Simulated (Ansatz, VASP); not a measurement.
# One calculation of Cu, two programs

File INCAR:

```
PREC     = Accurate       # precision mode
ENCUT    = 520            # plane-wave cutoff, eV
EDIFF    = 1E-7           # SCF threshold, eV
ISMEAR   = 0              # smearing method
SIGMA    = 0.15           # smearing width, eV
LREAL    = F              # projectors in reciprocal space
LASPH    = T              # aspherical terms in the spheres
NELM     = 100            # most SCF steps
ALGO     = Normal         # electronic algorithm
ISIF     = 2              # what is computed and relaxed
LWAVE    = F              # write WAVECAR
LCHARG   = F              # write CHGCAR
GGA      = PS             # functional
NBANDS   = 12             # bands
```

File KPOINTS:

```
Automatic mesh
0
Gamma
  22 22 22
```

The input POSCAR:

```
Cu
1.0
    0.0000000000      1.8978750000      1.8075000000
    1.8978750000      0.0000000000      1.8075000000
    1.8978750000      1.8978750000      0.0000000000
Cu
1
Direct
    0.0000000000      0.0000000000      0.0000000000
```

Input for Ansatz:

```yaml
crystal:
  lattice:
    - [0.0, 1.897875, 1.8075]
    - [1.897875, 0.0, 1.8075]
    - [1.897875, 1.897875, 0.0]
  atoms:
    - { symbol: Cu, position: [0.0, 0.0, 0.0] }
basis:
  ecutwfc: 420
kpoints:
  mp_grid: { grid: [22, 22, 22] }
hamiltonian:
  xc: pbesol
scf:
  occupations: { method: gaussian, width: 0.15 }
output:
  forces: true
  stress: true
  eigenvalues: true
```

Change from the starting cell: strain +0.050 along x and y, +0.000 along z, atoms carried along.

Alike in both runs: task single point; functional PBEsol; k mesh 22 × 22 × 22; occupations gaussian, width 0.15 eV; no spin polarisation.

```csv
,VASP,Ansatz
version,VASP 6.6.1,Ansatz 0.2.0
potentials or method,"VASP PAW PBE potentials, release 64 (Cu), cutoff 520 eV","scalar-relativistic, plane waves, PAW"
valence electrons in the cell,11,19
```

|  | VASP | Ansatz | Ansatz less VASP |
| --- | --- | --- | --- |
| gap on the k mesh at the Fermi level (eV) | none | none | - |
| pressure (GPa) | -15.9 | -16.6 | -0.66 |
| traceless stress, the component that is largest in VASP (GPa) | 1.23 | 1.24 | +0.012 |

VASP's potentials were made for PBE, not for PBEsol. A gap of «none» marks a metal or a gap that the smearing closes. VASP's potentials hold 11 valence electrons a cell and Ansatz's 19, so a difference there can come from the potentials and not from the codes.
